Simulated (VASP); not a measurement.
# CsYPt2Se4 (P4/mmm) in VASP: a series of runs, part 3 of 3

VASP 6.6.1. The steps go on from the part before.

## (5) Single point, PBE

This run uses another cell than the first one, of 28.04 Å³/atom.

Input file INCAR:

```
SYSTEM = CsYPt2Se4
PREC = Accurate ; ENCUT = 520
EDIFF = 1E-6 ; ISMEAR = 0
SIGMA = 0.1 ; LREAL = .False.
LASPH = .True. ; NELM = 60
ALGO = Normal ; ISIF = 2
LWAVE = .False. ; LCHARG = .False.
GGA = PE ; NBANDS = 42
```

Input file KPOINTS:

```
Automatic mesh
0
Gamma
  8 8 4
  0 0 0
```

Input file POSCAR:

```
CsYPt2Se4
1.0
    4.8394469687      0.0000000000      0.0000000000
    0.0000000000      4.8394469687      0.0000000000
    0.0000000000      0.0000000000      9.5765812461
Cs Y Pt Se
1 1 2 4
Direct
    0.5000000000      0.5000000000      0.0000000000
    0.5000000000      0.5000000000      0.5000000000
    0.0000000000      0.0000000000      0.7543937239
    0.0000000000      0.0000000000      0.2456062761
    0.5000000000      0.0000000000      0.6869329476
    0.0000000000      0.5000000000      0.6869329476
    0.5000000000      0.0000000000      0.3130670524
    0.0000000000      0.5000000000      0.3130670524
```

Potentials or basis: VASP PAW PBE potentials, release 64 (Cs_sv, Y_sv, Pt, Se).

On the command line:

```bash
$ cat potpaw_PBE.64/Cs_sv/POTCAR potpaw_PBE.64/Y_sv/POTCAR potpaw_PBE.64/Pt/POTCAR potpaw_PBE.64/Se/POTCAR > POTCAR
$ mpirun -np 1 vasp_std > vasp.out
```

OUTCAR:

```text
SYSTEM = CsYPt2Se4
   PREC = Accurate
   ENCUT = 520
   EDIFF = 1E-6
   ISMEAR = 0
   LREAL = .False.
   LASPH = .True.
   NELM = 60
   ISIF = 2
   GGA = PE

 ion  position               nearest neighbor table
   1  0.500  0.500  0.000-
   2  0.500  0.500  0.500-   5 3.01   6 3.01   7 3.01   8 3.01   5 3.01   7 3.01   6 3.01   8 3.01

   3  0.000  0.000  0.754-   5 2.50   6 2.50   6 2.50   5 2.50
   4  0.000  0.000  0.246-   7 2.50   8 2.50   8 2.50   7 2.50
   5  0.500  0.000  0.687-   3 2.50   3 2.50   2 3.01   2 3.01
   6  0.000  0.500  0.687-   3 2.50   3 2.50   2 3.01   2 3.01
   7  0.500  0.000  0.313-   4 2.50   4 2.50   2 3.01   2 3.01
   8  0.000  0.500  0.313-   4 2.50   4 2.50   2 3.01   2 3.01

  LATTYP: Found a simple tetragonal cell.
 ALAT       =     4.8394469687
 C/A-ratio  =     1.9788585985

  Lattice vectors:

 A1 = (   4.8394469687,   0.0000000000,   0.0000000000)
 A2 = (   0.0000000000,   4.8394469687,   0.0000000000)
 A3 = (   0.0000000000,   0.0000000000,   9.5765812461)

Analysis of symmetry for initial positions (statically):
=====================================================================
 Subroutine PRICEL returns:
 Original cell was already a primitive cell.

 Routine SETGRP: Setting up the symmetry group for a
 simple tetragonal supercell.

 Subroutine GETGRP returns: Found 16 space group operations
 (whereof 16 operations were pure point group operations)
 out of a pool of 16 trial point group operations.

The static configuration has the point symmetry D_4h.

Analysis of symmetry for dynamics (positions and initial velocities):
=====================================================================
 Subroutine PRICEL returns:
 Original cell was already a primitive cell.

 Routine SETGRP: Setting up the symmetry group for a
 simple tetragonal supercell.

 Subroutine GETGRP returns: Found 16 space group operations
 (whereof 16 operations were pure point group operations)
 out of a pool of 16 trial point group operations.

The dynamic configuration has the point symmetry D_4h.

 Subroutine INISYM returns: Found 16 space group operations
 (whereof 16 operations are pure point group operations),
 and found     1 'primitive' translations

----------------------------------------------------------------------------------------

                                     Primitive cell

  volume of cell :     224.2859

  direct lattice vectors                    reciprocal lattice vectors
     4.839446969  0.000000000  0.000000000     0.206635181  0.000000000  0.000000000
     0.000000000  4.839446969  0.000000000     0.000000000  0.206635181  0.000000000
     0.000000000  0.000000000  9.576581246     0.000000000  0.000000000  0.104421398

  length of vectors
     4.839446969  4.839446969  9.576581246     0.206635181  0.206635181  0.104421398

  position of ions in fractional coordinates (direct lattice)
     0.500000000  0.500000000  0.000000000
     0.500000000  0.500000000  0.500000000
     0.000000000  0.000000000  0.754393724
     0.000000000  0.000000000  0.245606276
     0.500000000  0.000000000  0.686932948
     0.000000000  0.500000000  0.686932948
     0.500000000  0.000000000  0.313067052
     0.000000000  0.500000000  0.313067052

  ion indices of the primitive-cell ions
[... 60 lines left out ...]
  0.375000  0.125000  0.250000     16.000000
  0.500000  0.125000  0.250000      8.000000
 [... further k-points ...]
   k-points           NKPTS =     45   k-points in BZ     NKDIM =     45   number of bands    NBANDS=     42
   number of dos      NEDOS =    301   number of ions     NIONS =      8
   total plane-waves  NPLWV =  93312
   dimension x,y,z NGX =    36 NGY =   36 NGZ =   72
   dimension x,y,z NGXF=    72 NGYF=   72 NGZF=  144
   ions per type =               1   1   2   4
   NGX,Y,Z   is equivalent  to a cutoff of  12.37, 12.37, 12.50 a.u.
   NGXF,Y,Z  is equivalent  to a cutoff of  24.73, 24.73, 25.00 a.u.
 SYSTEM =  CsYPt2Se4
   PREC   = accura    normal or accurate (medium, high low for compatibility)
   ISTART =      0    job   : 0-new  1-cont  2-samecut
   ICHARG =      2    charge: 1-file 2-atom 10-const
   ISPIN  =      1    spin polarized calculation?
   LNONCOLLINEAR =      F non collinear calculations
   LSORBIT =      F    spin-orbit coupling
   LASPH  =      T    aspherical Exc in radial PAW
   ENCUT  =  520.0 eV  38.22 Ry    6.18 a.u.   9.00  9.00 17.81*2*pi/ulx,y,z
   NELM   =     60;   NELMIN=  2; NELMDL= -5     # of ELM steps
   EDIFF  = 0.1E-05   stopping-criterion for ELM
   LREAL  =      F    real-space projection
   EDIFFG = 0.1E-04   stopping-criterion for IOM
   NSW    =      0    number of steps for IOM
   IBRION =     -1    ionic relax: 0-MD 1-quasi-New 2-CG
   NFREE  =      0    steps in history (QN), initial steepest desc. (CG)
   ISIF   =      2    stress and relaxation
   ISYM   =      2    0-nonsym 1-usesym 2-fastsym
   POTIM  = 0.5000    time-step for ionic-motion
   TEBEG  =    0.0;   TEEND  =   0.0 temperature during run
   PSTRESS=    0.0 pullay stress
   NELECT =      64.0000    total number of electrons
   NUPDOWN=      -1.0000    fix difference up-down
   EMIN   =  10.00;   EMAX   =-10.00  energy-range for DOS
   EFERMI =   0.00;   METHOD = LEGACY
   ISMEAR =     0;   SIGMA  =   0.10  broadening in eV -4-tet -1-fermi 0-gaus
   EFERMI_NEDOS =   21; number of points for ismear=-14 and -15
   IALGO  =     38    algorithm
   IMIX   =      4    mixing-type and parameters
     AMIX     =   0.40;   BMIX     =  1.00
     AMIX_MAG =   1.60;   BMIX_MAG =  1.00
  volume/ion in A,a.u.               =      28.04       189.19
  Fermi-wavevector in a.u.,A,eV,Ry     =   1.077790  2.036728 15.804954  1.161631
  Thomas-Fermi vector in A             =   2.213711
   LORBIT       =      0    0 simple, 1 ext, 2 COOP (PROOUT), +10 PAW based schemes
   GGA     = PE    functional components
   LHFCALC =     F    Hartree Fock is set to
   AEXX    =    0.0000 exact exchange contribution
   IVDW    =     0    specifies the selected vdW correction
   LEPSILON=     F    determine dielectric tensor
   LRPA    =     F    only Hartree local field effects (RPA)
 non-spin polarized calculation
 Gauss-broadening in eV      SIGMA  =   0.10
  energy-cutoff  :      520.00
  volume of cell :      224.29
 maximum number of plane-waves:      6092
 NGX is ok and might be reduce to    36
   NGX = 17   NGY = 17   NGZ = 35

 number of electron      63.9999998 magnetization

 Free energy of the ion-electron system (eV)
  ---------------------------------------------------
  ext. energy  EPLUGINS =         0.00000000
  ---------------------------------------------------
  free energy    TOTEN  =       -40.06267942 eV

  energy without entropy =      -40.05230580  energy(sigma->0) =      -40.05749261

 E-fermi :   3.3514     XC(G=0):  -9.2118

 val. band max:        3.3484407565   @ k =   0.3750   0.0000   0.0000
 cond. band min:       3.4396571281   @ k =   0.2500   0.0000   0.0000
 fundamental gap:      0.0912163717
 Fermi energy:         3.3513829164

 k-point     1 :       0.0000    0.0000    0.0000
  band No.  band energies     occupation
      1     -39.4428      2.00000
      2     -19.4202      2.00000
      3     -19.4202      2.00000
      4     -19.3786      2.00000
      5     -18.0734      2.00000
      6     -10.3414      2.00000
[... 1069 lines left out ...]
     41       7.8837      0.00000
     42       7.9295      0.00000

 [... further k-points ...]

------------------------ aborting loop because EDIFF is reached ----------------------------------------

  FORCE on cell =-STRESS in cart. coord.  units (eV):
  Direction    XX          YY          ZZ          XY          YZ          ZX
  --------------------------------------------------------------------------------------
  -------------------------------------------------------------------------------------
  Total        0.0326236      0.0326236      0.0360292      0.0000000      0.0000000     -0.0000000
  in kB        0.2330456      0.2330456      0.2573731      0.0000000      0.0000000     -0.0000000
  external PRESSURE =       0.2411547 kB  Pullay stress =       0.0000000 kB

 VOLUME and BASIS-vectors are now :
 -----------------------------------------------------------------------------
  energy-cutoff  :      520.00
  volume of cell :      224.29
      direct lattice vectors                 reciprocal lattice vectors
     4.839446969  0.000000000  0.000000000     0.206635181  0.000000000  0.000000000
     0.000000000  4.839446969  0.000000000     0.000000000  0.206635181  0.000000000
     0.000000000  0.000000000  9.576581246     0.000000000  0.000000000  0.104421398

 POSITION                                       TOTAL-FORCE (eV/Angst)
 -----------------------------------------------------------------------------------
      2.41972      2.41972      0.00000        -0.000000      0.000000      0.000000
      2.41972      2.41972      4.78829        -0.000000      0.000000      0.000000
      0.00000      0.00000      7.22451         0.000000     -0.000000      0.010191
      0.00000      0.00000      2.35207        -0.000000     -0.000000     -0.010191
      2.41972      0.00000      6.57847         0.000000      0.000000     -0.009976
      0.00000      2.41972      6.57847         0.000000     -0.000000     -0.009976
      2.41972      0.00000      2.99811        -0.000000      0.000000      0.009976
      0.00000      2.41972      2.99811        -0.000000     -0.000000      0.009976
 -----------------------------------------------------------------------------------
    total drift:                                0.000000      0.000000      0.000000

  FREE ENERGIE OF THE ION-ELECTRON SYSTEM (eV)
  ---------------------------------------------------
  free  energy   TOTEN  =       -40.0626794178 eV

  energy  without entropy=      -40.0523058016  energy(sigma->0) =      -40.05749261
```

It took 6.6 min on 1 thread of AMD EPYC 9R14 (Zen 4), shared host; peak memory 0.57 GiB.

What came out:

```
Free energy            : -40.0627 eV
Pressure               : 0.0 GPa
Largest force          : 0.010 eV/Å
Band gap on the k mesh : zero (bands 32 and 33 overlap by 0.57 eV)
```

Forces on the atoms (eV/Å):
```
Cs   0.000  0.000  0.000
Y    0.000  0.000  0.000
Pt   0.000  0.000  0.010
Pt   0.000  0.000 -0.010
Se   0.000  0.000 -0.010
Se   0.000  0.000 -0.010
Se   0.000  0.000  0.010
Se   0.000  0.000  0.010
```

Levels at points of the mesh, in eV from the Fermi level:
```
           k point  band 30  band 31  band 32  band 33  band 34  band 35
(0.00, 0.00, 0.00)    -0.19    -0.19    -0.09    -0.09     0.62     0.73
(0.50, 0.00, 0.00)    -0.74    -0.41    -0.31    -0.06     0.33     2.39
(0.50, 0.50, 0.00)    -0.74    -0.56     0.48     0.48     2.52     3.52
(0.00, 0.00, 0.50)    -0.22    -0.22    -0.05    -0.05     0.48     0.94
(0.50, 0.00, 0.50)    -0.83    -0.42    -0.37    -0.07     0.39     2.51
(0.50, 0.50, 0.50)    -0.71    -0.56     0.47     1.47     1.54     2.67
```

Caveat: spin-orbit coupling is left out, which moves the levels of the heavy elements.

## (6) The runs side by side

| task | cell | k mesh | cutoff (eV) | gap on the mesh (eV) | pressure (GPa) | largest force (eV/Å) |
| --- | --- | --- | --- | --- | --- | --- |
| single point | a = 4.940, b = 4.940, c = 9.297 Å, 8 atoms, atomic positions A | 4 × 4 × 2 | 520 | none | 0.1 | 0.02 |
| single point | a = 5.049, b = 5.049, c = 9.604 Å, 8 atoms, atomic positions B | 4 × 4 × 2 | 520 | none | -3.9 | 1.54 |
| relaxation of cell and atoms | relaxed from a = 5.049, b = 5.049, c = 9.604 Å, 8 atoms, atomic positions B | 4 × 4 × 2 | 600 | none | 0.0 | 0.03 |
| single point | a = 4.839, b = 4.839, c = 9.577 Å, 8 atoms, atomic positions C | 8 × 8 × 4 | 520 | none | 0.0 | 0.01 |

Alike in all rows: level PBE; potentials or basis VASP PAW PBE potentials, release 64 (Cs_sv, Y_sv, Pt, Se); no spin polarisation; smearing gaussian 0.1 eV.

Caveats: spin-orbit coupling is left out, which moves the levels of the heavy elements; the cell stands under tension (at least some runs); forces of over 1 eV/Å act on the atoms, so gaps and moduli don't describe the material at rest (at least some runs).

Total energies depend on the potentials used, so only differences within one code and one set of settings carry meaning.

The gap in the log of VASP goes by the Fermi energy; the results here count the filled bands.